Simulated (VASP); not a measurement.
## TiO2: single point with PBE

Crystal: TiO2.

```
CELL_PARAMETERS angstrom
5.67630 -1.89210 -4.75730
-1.89210 5.67630 -4.75730
7.56840 7.56840 0.00000
ATOMIC_POSITIONS crystal
Ti 0.00000 0.00000 0.00000
Ti 0.50000 0.50000 0.00000
Ti 0.75000 0.25000 0.25000
Ti 0.25000 0.75000 0.25000
Ti 0.50000 0.50000 0.50000
Ti 0.00000 0.00000 0.50000
Ti 0.25000 0.75000 0.75000
Ti 0.75000 0.25000 0.75000
Ti 0.62500 0.87500 0.25000
Ti 0.12500 0.37500 0.25000
Ti 0.37500 0.12500 0.50000
Ti 0.87500 0.62500 0.50000
Ti 0.12500 0.37500 0.75000
Ti 0.62500 0.87500 0.75000
Ti 0.87500 0.62500 0.00000
Ti 0.37500 0.12500 0.00000
O 0.79190 0.79190 0.10405
O 0.29190 0.29190 0.10405
O 0.54190 0.04190 0.35405
O 0.04190 0.54190 0.35405
O 0.29190 0.29190 0.60405
O 0.79190 0.79190 0.60405
O 0.04190 0.54190 0.85405
O 0.54190 0.04190 0.85405
O 0.41690 0.66690 0.35405
O 0.91690 0.16690 0.35405
O 0.16690 0.91690 0.60405
O 0.66690 0.41690 0.60405
O 0.91690 0.16690 0.85405
O 0.41690 0.66690 0.85405
O 0.66690 0.41690 0.10405
O 0.16690 0.91690 0.10405
O 0.83310 0.08310 0.14595
O 0.33310 0.58310 0.14595
O 0.58310 0.33310 0.39595
O 0.08310 0.83310 0.39595
O 0.33310 0.58310 0.64595
O 0.83310 0.08310 0.64595
O 0.08310 0.83310 0.89595
O 0.58310 0.33310 0.89595
O 0.20810 0.20810 0.39595
O 0.70810 0.70810 0.39595
O 0.95810 0.45810 0.64595
O 0.45810 0.95810 0.64595
O 0.70810 0.70810 0.89595
O 0.20810 0.20810 0.89595
O 0.45810 0.95810 0.14595
O 0.95810 0.45810 0.14595
```

* Program: VASP 6.6.1
* Task: single point
* Functional: PBE
* Potentials or basis: VASP PAW PBE potentials, release 64 (Ti_sv, O)
* Cutoff: 520 eV
* k mesh: 2 × 2 × 1
* Occupations: gaussian, width 0.05 eV
* Spin: no spin polarisation

The pressure is 5.9 GPa. The largest force is 0.115 eV/Å. The band gap on the k mesh is 2.14 eV.

Forces in eV/Å, atoms in the order of the input:
```
Ti   0.001 -0.001  0.000
Ti   0.001 -0.001  0.000
Ti   0.001 -0.001  0.000
Ti   0.001 -0.001  0.000
Ti   0.001 -0.001  0.000
Ti   0.001 -0.001  0.000
Ti   0.001 -0.001  0.000
Ti   0.001 -0.001  0.000
Ti  -0.001  0.001  0.000
Ti  -0.001  0.001  0.000
Ti  -0.001  0.001  0.000
Ti  -0.001  0.001  0.000
Ti  -0.001  0.001  0.000
Ti  -0.001  0.001  0.000
Ti  -0.001  0.001  0.000
Ti  -0.001  0.001  0.000
O   -0.001 -0.001  0.115
O   -0.001 -0.001  0.115
O   -0.001 -0.001  0.115
O   -0.001 -0.001  0.115
O   -0.001 -0.001  0.115
O   -0.001 -0.001  0.115
O   -0.001 -0.001  0.115
O   -0.001 -0.001  0.115
O   -0.001 -0.001  0.115
O   -0.001 -0.001  0.115
O   -0.001 -0.001  0.115
O   -0.001 -0.001  0.115
O   -0.001 -0.001  0.115
O   -0.001 -0.001  0.115
O   -0.001 -0.001  0.115
O   -0.001 -0.001  0.115
O    0.001  0.001 -0.115
O    0.001  0.001 -0.115
O    0.001  0.001 -0.115
O    0.001  0.001 -0.115
O    0.001  0.001 -0.115
O    0.001  0.001 -0.115
O    0.001  0.001 -0.115
O    0.001  0.001 -0.115
O    0.001  0.001 -0.115
O    0.001  0.001 -0.115
O    0.001  0.001 -0.115
O    0.001  0.001 -0.115
O    0.001  0.001 -0.115
O    0.001  0.001 -0.115
O    0.001  0.001 -0.115
O    0.001  0.001 -0.115
```

Stress tensor (GPa, compression positive):
```
5.47 0.06 0.01
0.06 5.47 0.01
0.01 0.01 6.82
```

Levels at points of the mesh, in eV from the valence-band top:
```
           k point  band 188  band 189  band 190  band 191  band 192  band 193  band 194  band 195  band 196  band 197
(0.00, 0.00, 0.00)     -0.37     -0.23     -0.23      0.00      0.00      2.14      2.88      2.98      2.98      3.12
(0.50, 0.00, 0.00)     -0.46     -0.37     -0.37     -0.17     -0.17      2.77      2.77      2.93      2.93      3.13
(0.50, 0.50, 0.00)     -0.21     -0.08     -0.08      0.00      0.00      2.49      2.49      2.98      2.98      3.00
```

Wall time 30 min on 1 thread of Intel Xeon 8259CL (shared host), peak memory 0.73 GiB.

Caveat: the k points lie up to 0.66 Å⁻¹ apart. A k mesh can miss the band edges.
